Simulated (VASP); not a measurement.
Crystal: Pr4Hg.

```
Pr Hg
1.0
     0.00000    5.45618    5.45618
     5.45618    0.00000    5.45618
     5.45618    5.45618    0.00000
Pr Hg
8 2
Cartesian
  2.7771 5.4562 5.4562
  8.1353 5.4562 5.4562
  5.4562 2.7771 5.4562
  5.4562 8.1353 5.4562
  5.4562 5.4562 2.7771
  5.4562 5.4562 8.1353
  2.7281 2.7281 2.7281
  8.1843 8.1843 8.1843
  0.0000 0.0000 0.0000
  5.4562 5.4562 5.4562
```

The cell was generated, and may not be a known phase.

| Quantity | Value |
| --- | --- |
| Program | VASP 6.6.1 |
| Task | relaxation of cell and atoms |
| Functional | PBE |
| Potentials or basis | VASP PAW PBE potentials, release 64 (Pr_3, Hg), 4f in core |
| Cutoff | 500 eV |
| k mesh | 3 × 3 × 3 |
| Occupations | gaussian, width 0.2 eV |
| Spin | no spin polarisation |

At the start: pressure 14.5 GPa; volume 32.49 Å³/atom.

Q: Where does the relaxation end?

A: Over 6 steps the energy falls by 339.3 meV/atom and the volume is 41.08 Å³/atom (+26.4 %); space group Pm-3m (No. 221, to 0.1 Å) before and after.

Step by step:
| step | energy change (eV) | largest force (eV/Å) | pressure (GPa) | volume (Å³) |
| --- | --- | --- | --- | --- |
| 1 | 0.0000 | 1.2153 | 14.51 | 324.86 |
| 2 | -2.3173 | 0.0536 | -4.26 | 483.70 |
| 3 | -3.3894 | 0.1278 | -0.07 | 413.67 |
| 4 | -3.3886 | 0.1373 | 0.11 | 411.75 |
| 5 | -3.3917 | 0.0805 | 0.15 | 411.28 |
| 6 | -3.3929 | 0.0165 | 0.19 | 410.76 |

Final structure:
```yaml
crystal:
  lattice:
    - [0.00000, 5.90000, 5.90000]
    - [5.90000, 0.00000, 5.90000]
    - [5.90000, 5.90000, 0.00000]
  atoms:
    - { symbol: Pr, position: [0.74987, 0.25013, 0.25013] }
    - { symbol: Pr, position: [0.25013, 0.74987, 0.74987] }
    - { symbol: Pr, position: [0.25013, 0.74987, 0.25013] }
    - { symbol: Pr, position: [0.74987, 0.25013, 0.74987] }
    - { symbol: Pr, position: [0.25013, 0.25013, 0.74987] }
    - { symbol: Pr, position: [0.74987, 0.74987, 0.25013] }
    - { symbol: Pr, position: [0.25000, 0.25000, 0.25000] }
    - { symbol: Pr, position: [0.75000, 0.75000, 0.75000] }
    - { symbol: Hg, position: [0.00000, 0.00000, 0.00000] }
    - { symbol: Hg, position: [0.50000, 0.50000, 0.50000] }
```

Caveat: the volume moved by over 15 % at a fixed basis, so the end points are rough.
